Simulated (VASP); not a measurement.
Ta, 1 atom in the cell. Symmetry: Pm-3m, No. 221, cubic system. The conventional cell has a = 2.730 Å, b = 2.730 Å, c = 2.730 Å, α = 90.00°, β = 90.00°, γ = 90.00°. Within 3.6 Å of Ta (site symmetry m-3m) lie 6 Ta at 2.73 Å. 

- Program: VASP 6.6.1
- Task: single point
- Functional: r2SCAN
- Potentials or basis: VASP PAW PBE potentials, release 64 (Ta_pv)
- Cutoff: 520 eV
- k mesh: 20 × 20 × 20
- Occupations: gaussian, width 0.1 eV
- Spin: no spin polarisation
- Dipole correction: no
- Further INCAR settings: ALGO = Normal; EDIFF = 1e-06; NBANDS = 12

Potentials or basis: VASP PAW PBE potentials, release 64 (Ta_pv).

The run is started by

```bash
$ cat potpaw_PBE.64/Ta_pv/POTCAR > POTCAR
$ cp INCAR.step1 INCAR
$ mpirun -np 1 vasp_std > vasp.out
$ cp INCAR.step2 INCAR
$ mpirun -np 1 vasp_std > vasp.out
```

Hardware: 1 thread of Intel(R) Xeon(R) Platinum 8488C (Sapphire Rapids), with other jobs on the host.

Problem. Estimate the wall time of this run.

Solution. Wall time 100 s on 1 thread of Intel(R) Xeon(R) Platinum 8488C (Sapphire Rapids), with other jobs on the host, peak memory 0.18 GiB. Counts: k points 286.
